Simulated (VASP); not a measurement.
# Mo6F in VASP: further runs, part 2 of 2

VASP 6.6.1. Earlier steps stand in the parts before.

### Step 3. Single point, PBE

File INCAR:

```
SYSTEM = Mo6F
PREC = Accurate
ENCUT = 520
EDIFF = 1E-7
ISMEAR = 0
SIGMA = 0.1
LREAL = .False.
LASPH = .True.
NELM = 60
ALGO = Normal
ISIF = 2
LWAVE = .False.
LCHARG = .False.
LDIPOL = .True.
IDIPOL = 3
DIPOL = 0.5 0.5 0.338
GGA = PE
NBANDS = 54
```

File KPOINTS:

```
regular mesh
0
Gamma
  6 6 1
  0 0 0
```

File POSCAR:

```
Mo6F
1.0
    4.4695765307      0.0000000000      0.0000000000
   -2.2347882654      3.8707668198      0.0000000000
    0.0000000000      0.0000000000     19.7595667302
Mo F
6 1
Direct
    0.6666666667      0.3333333333      0.2024335885
    0.3333333333      0.6666666667      0.2486060831
    0.0000000000      0.0000000000      0.2947785778
    0.6666666667      0.3333333333      0.3368821123
    0.3333333333      0.6666666667      0.3779725567
    0.0000000000      0.0000000000      0.4180034331
    0.0000000000      0.6666666667      0.4867569704
```

Potentials or basis: VASP PAW PBE potentials, release 64 (Mo_sv, F).

Command:

```
> cat potpaw_PBE.64/Mo_sv/POTCAR potpaw_PBE.64/F/POTCAR > POTCAR
> mpirun -np 1 vasp_std > vasp.out
```

OUTCAR:

```text
SYSTEM = Mo6F
   PREC = Accurate
   ENCUT = 520
   EDIFF = 1E-7
   ISMEAR = 0
   LREAL = .False.
   LASPH = .True.
   NELM = 60
   ISIF = 2
   GGA = PE

 ion  position               nearest neighbor table
   1  0.667  0.333  0.202-   4 2.66   2 2.74   2 2.74   2 2.74   3 3.16   3 3.16   3 3.16
   2  0.333  0.667  0.249-   5 2.56   1 2.74   1 2.74   3 2.74   1 2.74   3 2.74   3 2.74   4 3.11
                             4 3.11   4 3.11
   3  0.000  0.000  0.295-   6 2.43   4 2.71   4 2.71   4 2.71   2 2.74   2 2.74   2 2.74   5 3.06
                             5 3.06   5 3.06   1 3.16   1 3.16   1 3.16
   4  0.667  0.333  0.337-   1 2.66   5 2.71   5 2.71   5 2.71   3 2.71   3 2.71   3 2.71   6 3.04
                             6 3.04   6 3.04   2 3.11   2 3.11   2 3.11
   5  0.333  0.667  0.378-   2 2.56   7 2.62   6 2.70   6 2.70   6 2.70   4 2.71   4 2.71   4 2.71
                             3 3.06   3 3.06   3 3.06
   6  0.000  0.000  0.418-   7 2.02   3 2.43   5 2.70   5 2.70   5 2.70   4 3.04   4 3.04   4 3.04

   7  0.000  0.667  0.487-   6 2.02   5 2.62

  LATTYP: Found a hexagonal cell.
 ALAT       =     4.4695765307
 C/A-ratio  =     4.4209035452

  Lattice vectors:

 A1 = (   4.4695765307,   0.0000000000,   0.0000000000)
 A2 = (  -2.2347882654,   3.8707668198,   0.0000000000)
 A3 = (   0.0000000000,   0.0000000000,  19.7595667302)

Analysis of symmetry for initial positions (statically):
=====================================================================
 Subroutine PRICEL returns:
 Original cell was already a primitive cell.

 Routine SETGRP: Setting up the symmetry group for a
 hexagonal supercell.

 Subroutine GETGRP returns: Found  1 space group operations
 (whereof  1 operations were pure point group operations)
 out of a pool of 24 trial point group operations.

The static configuration has the point symmetry C_1 .

Analysis of symmetry for dynamics (positions and initial velocities):
=====================================================================
[... 145 lines left out ...]
   LRPA    =     F    only Hartree local field effects (RPA)
 non-spin polarized calculation
 Gauss-broadening in eV      SIGMA  =   0.10
  energy-cutoff  :      520.00
  volume of cell :      341.85
 maximum number of plane-waves:      9223
 NGX is ok and might be reduce to    36
   NGX = 17   NGY = 17   NGZ = 73

 dipolmoment           0.000000      0.000000     -0.483812 electrons x Angstroem

 number of electron      91.0000012 magnetization

 dipolmoment           0.000000      0.000000      0.173352 electrons x Angstroem

 Free energy of the ion-electron system (eV)
  ---------------------------------------------------
  ext. energy  EPLUGINS =         0.00000000
  ---------------------------------------------------
  free energy    TOTEN  =       -64.38751298 eV

  energy without entropy =      -64.34329484  energy(sigma->0) =      -64.36540391

 E-fermi :   0.4714     XC(G=0):  -4.9748

 val. band max:        0.4547058494   @ k =   0.3333   0.1667   0.0000
 cond. band min:       0.4804264696   @ k =   0.1667   0.3333   0.0000
 fundamental gap:      0.0257206203
 Fermi energy:         0.4714446034

 k-point     1 :       0.0000    0.0000    0.0000
  band No.  band energies     occupation
      1     -60.7009      2.00000
      2     -60.4662      2.00000
      3     -60.4385      2.00000
      4     -60.4126      2.00000
      5     -60.2863      2.00000
      6     -60.2017      2.00000
[... 1129 lines left out ...]
     53       1.9132      0.00000
     54       2.1001      0.00000

------------------------ aborting loop because EDIFF is reached ----------------------------------------

 vacuum level on the upper side and lower side of the slab       (xc-potential included)         0.843        -0.985

  FORCE on cell =-STRESS in cart. coord.  units (eV):
  Direction    XX          YY          ZZ          XY          YZ          ZX
  --------------------------------------------------------------------------------------
  -------------------------------------------------------------------------------------
  Total       -4.7286387     -4.7713084     -0.9591319     -0.4251524      0.7357794      1.0392659
  in kB      -22.1618447    -22.3618261     -4.4951906     -1.9925740      3.4483981      4.8707568
  external PRESSURE =     -16.3396205 kB  Pullay stress =       0.0000000 kB

 VOLUME and BASIS-vectors are now :
 -----------------------------------------------------------------------------
  energy-cutoff  :      520.00
  volume of cell :      341.85
      direct lattice vectors                 reciprocal lattice vectors
     4.469576531  0.000000000  0.000000000     0.223734842  0.129173371  0.000000000
    -2.234788265  3.870766820  0.000000000     0.000000000  0.258346743  0.000000000
     0.000000000  0.000000000 19.759566730     0.000000000  0.000000000  0.050608397

 POSITION                                       TOTAL-FORCE (eV/Angst)
 -----------------------------------------------------------------------------------
      2.23479      1.29026      4.00000        -0.013689     -0.015182      1.690995
     -0.00000      2.58051      4.91235         0.029807      0.000362     -0.382756
      0.00000      0.00000      5.82470         0.039487     -0.111039     -1.542402
      2.23479      1.29026      6.65664        -0.271359      0.098192     -0.880060
     -0.00000      2.58051      7.46857        -0.269676      0.005450      0.270280
      0.00000      0.00000      8.25957         0.096051     -0.392800      0.786179
     -1.48986      2.58051      9.61811         0.389381      0.415017      0.057764
 -----------------------------------------------------------------------------------
    total drift:                                0.000015     -0.000034     -0.000325

  FREE ENERGIE OF THE ION-ELECTRON SYSTEM (eV)
  ---------------------------------------------------
  free  energy   TOTEN  =       -64.3875129787 eV

  energy  without entropy=      -64.3432948367  energy(sigma->0) =      -64.36540391

 vacuum level on the upper side and lower side of the slab         5.719         3.871
```

stdout:

```text
POSCAR found type information on POSCAR MoF
 POSCAR found :  2 types and       7 ions
 scaLAPACK will be used
 LDA part: xc-table for (Slater+PW92), standard interpolation
 POSCAR, INCAR and KPOINTS ok, starting setup
 FFT: planning ... GRIDC
 FFT: planning ... GRID_SOFT
 FFT: planning ... GRID
 WAVECAR not read
 entering main loop
```

Wall time 14 min (1 thread of Intel Xeon Platinum 8259CL at 2.50GHz (Skylake/Cascade Lake), shared host); peak memory 0.59 GiB.

What came out:

```
Free energy            : -64.3875 eV
Largest force          : 1.691 eV/Å
Band gap on the k mesh : zero (an odd number of electrons rules out a gap without spin polarisation)
```

Forces on the atoms (eV/Å):
```
Mo  -0.014 -0.015  1.691
Mo   0.030  0.000 -0.383
Mo   0.039 -0.111 -1.542
Mo  -0.271  0.098 -0.880
Mo  -0.270  0.005  0.270
Mo   0.096 -0.393  0.786
F    0.389  0.415  0.058
```

Levels at points of the mesh, in eV from the Fermi level:
| k point | band 41 | band 42 | band 43 | band 44 | band 45 | band 46 | band 47 | band 48 | band 49 | band 50 |
| --- | --- | --- | --- | --- | --- | --- | --- | --- | --- | --- |
| (0.00, 0.00, 0.00) | -1.48 | -1.22 | -1.22 | -1.16 | -0.87 | -0.71 | 0.25 | 1.17 | 1.18 | 1.33 |
| (0.50, 0.00, 0.00) | -1.50 | -1.41 | -1.03 | -0.45 | -0.09 | 0.04 | 0.18 | 0.44 | 0.96 | 1.34 |
| (0.00, 0.50, 0.00) | -1.88 | -1.33 | -1.13 | -0.46 | -0.08 | 0.02 | 0.24 | 0.56 | 0.83 | 1.32 |
| (0.50, 0.50, 0.00) | -2.00 | -1.42 | -1.23 | -0.58 | -0.10 | 0.05 | 0.08 | 0.73 | 1.13 | 1.44 |

Caveat: an odd number of electrons without spin polarisation forces a metal; a magnetic or distorted state may lie lower.

### Step 4. Single point, PBE

File INCAR:

```
SYSTEM = Mo6F
ALGO = Normal
DIPOL = 0.5 0.5 0.341
EDIFF = 1E-6
ENCUT = 520
GGA = PE
IDIPOL = 3
ISIF = 2
ISMEAR = 0
LASPH = .True.
LCHARG = .False.
LDIPOL = .True.
LREAL = .False.
LWAVE = .False.
NBANDS = 54
NELM = 60
PREC = Accurate
SIGMA = 0.1
```

File KPOINTS:

```
k-points
0
Gamma
  6 6 1
  0 0 0
```

POSCAR, as its differences from that of step 3:

```diff
@@ -14,2 +14,2 @@
     0.0000000000      0.0000000000      0.4180034331
-    0.0000000000      0.6666666667      0.4867569704
+    0.0000000000      0.8888888889      0.5107117134
```

Command:

```
> cat potpaw_PBE.64/Mo_sv/POTCAR potpaw_PBE.64/F/POTCAR > POTCAR
> mpirun -np 1 vasp_std > vasp.out
```

Wall time 13 min (1 thread of Intel Xeon Platinum 8259CL at 2.50GHz (Skylake/Cascade Lake), shared host); peak memory 0.62 GiB.

The run converged. Its results:

| Property | Result |
| --- | --- |
| Free energy | -64.3960 eV |
| Largest force | 2.719 eV/Å |
| Band gap on the k mesh | zero (an odd number of electrons rules out a gap without spin polarisation) |

Forces on the atoms (eV/Å):
```
Mo   0.018 -0.021  1.649
Mo  -0.041  0.053 -0.200
Mo   0.117 -0.206 -2.708
Mo  -0.095  0.109 -0.806
Mo   0.035 -0.037 -0.161
Mo  -0.103  0.168  2.099
F    0.069 -0.065  0.128
```

Levels at points of the mesh, in eV from the Fermi level:
| k point | band 41 | band 42 | band 43 | band 44 | band 45 | band 46 | band 47 | band 48 | band 49 | band 50 |
| --- | --- | --- | --- | --- | --- | --- | --- | --- | --- | --- |
| (0.00, 0.00, 0.00) | -1.63 | -1.29 | -1.25 | -1.24 | -1.23 | -0.51 | 0.26 | 1.16 | 1.16 | 1.45 |
| (0.50, 0.00, 0.00) | -2.08 | -1.46 | -1.02 | -0.50 | -0.07 | 0.00 | 0.14 | 0.52 | 0.85 | 1.35 |
| (0.00, 0.50, 0.00) | -2.04 | -1.45 | -1.04 | -0.48 | -0.01 | -0.01 | 0.14 | 0.43 | 0.79 | 1.34 |
| (0.50, 0.50, 0.00) | -2.11 | -1.48 | -1.03 | -0.49 | -0.07 | 0.00 | 0.10 | 0.69 | 0.87 | 1.35 |

Caveat: an odd number of electrons without spin polarisation forces a metal; a magnetic or distorted state may lie lower.

### Step 5. Summary

| cell | gap on the mesh (eV) | largest force (eV/Å) |
| --- | --- | --- |
| as given, atomic positions A | none | 1.68 |
| as given, atomic positions B | none | 1.69 |
| as given, atomic positions C | none | 2.72 |

Alike in all rows: task single point; level PBE; potentials or basis VASP PAW PBE potentials, release 64 (Mo_sv, F); no spin polarisation; k mesh 6 × 6 × 1; cutoff (eV) 520; smearing gaussian 0.1 eV.

Caveats: an odd number of electrons without spin polarisation forces a metal; a magnetic or distorted state may lie lower.

Absolute energies hang on the potentials; compare differences alone.

The gap in the log of VASP goes by the Fermi energy; the results here count the filled bands.